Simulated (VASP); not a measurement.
A run of VASP 6.6.1 is set up as follows.

File INCAR:

```
PREC = Accurate
ENCUT = 520
EDIFF = 1E-6
ISMEAR = -1
SIGMA = 0.02
LREAL = False
LASPH = True
NELM = 60
ALGO = Normal
ISIF = 2
LWAVE = False
LCHARG = False
GGA = CA
NBANDS = 36
```

Contents of KPOINTS:

```
regular mesh
0
Gamma
  7 7 5
```

File POSCAR:

```
Ge
1.0
    2.8108505722      2.8108505722      0.0000000000
   -2.8108505722      2.8108505722      0.0000000000
    0.0000000000      0.0000000000      5.6217011444
Ge
4
Direct
    0.2500000000      0.5000000000      0.3750000000
    0.7500000000      0.0000000000      0.8750000000
    0.2500000000      0.0000000000      0.1250000000
    0.7500000000      0.5000000000      0.6250000000
```

Potentials or basis: VASP PAW LDA potentials, release 64 (Ge_d).

Command:

```console
$ cat potpaw_LDA.64/Ge_d/POTCAR > POTCAR
$ mpirun -np 1 vasp_std > vasp.out
```

Q: Predict the pressure.

A: 0.1 GPa.
